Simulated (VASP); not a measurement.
Write the native input for VASP 6.6.1 that does the following.

```yaml
Task: single point
Functional: PBEsol
Potentials_or_basis: VASP PAW PBE potentials, release 64 (Si, Mo_sv)
Cutoff: 520 eV
k_mesh: 12 × 12 × 6
Occupations: gaussian, width 0.1 eV
Spin: no spin polarisation
Dipole_correction: no
Further_INCAR_settings: ALGO = Normal; EDIFF = 1e-07; NBANDS = 31
```

The structure of Si2Mo lies in POSCAR:

```
Si2Mo
1.0
    3.2020329357      0.0000000000      0.0000000000
    0.0000000000      3.2020329357      0.0000000000
    0.0000000000      0.0000000000      7.7040632447
Si Mo
4 2
Direct
    0.0000000000      0.0000000000      0.3350596646
    0.5000000000      0.5000000000      0.1649403354
    0.5000000000      0.5000000000      0.8350596646
    0.0000000000      0.0000000000      0.6649403354
    0.0000000000      0.0000000000      0.0000000000
    0.5000000000      0.5000000000      0.5000000000
```

This cell differs from its parent crystal: uniaxial strain along c: -1.5 %.

One way to write it, as run:

INCAR

```
SYSTEM = Si2Mo
  ALGO = Normal
  EDIFF = 1E-7
  ENCUT = 520
  GGA = PS
  ISIF = 2
  ISMEAR = 0
  LASPH = .TRUE.
  LCHARG = .FALSE.
  LREAL = .FALSE.
  LWAVE = .FALSE.
  NBANDS = 31
  NELM = 80
  PREC = Accurate
  SIGMA = 0.1
```

KPOINTS

```
k-points
0
G
  12 12 6
  0 0 0
```

Potentials or basis: VASP PAW PBE potentials, release 64 (Si, Mo_sv).

Run with:

```sh
$ cat potpaw_PBE.64/Si/POTCAR potpaw_PBE.64/Mo_sv/POTCAR > POTCAR
$ mpirun -np 1 vasp_std > vasp.out
```

Results of the run:

```json
{
  "Pressure": "2.6 GPa",
  "Largest force": "0.030 eV/Å",
  "Band gap on the k mesh": "zero (bands 22 and 23 overlap by 0.87 eV)"
}
```

Caveat: the cell differs from its parent crystal (uniaxial strain along c: -1.5 %); the PAW data sets were made with another functional, which shifts forces and pressure a little.

It took 85 s on 1 thread of Intel(R) Xeon(R) 6975P-C (Granite Rapids) (shared host), peak memory 0.33 GiB.
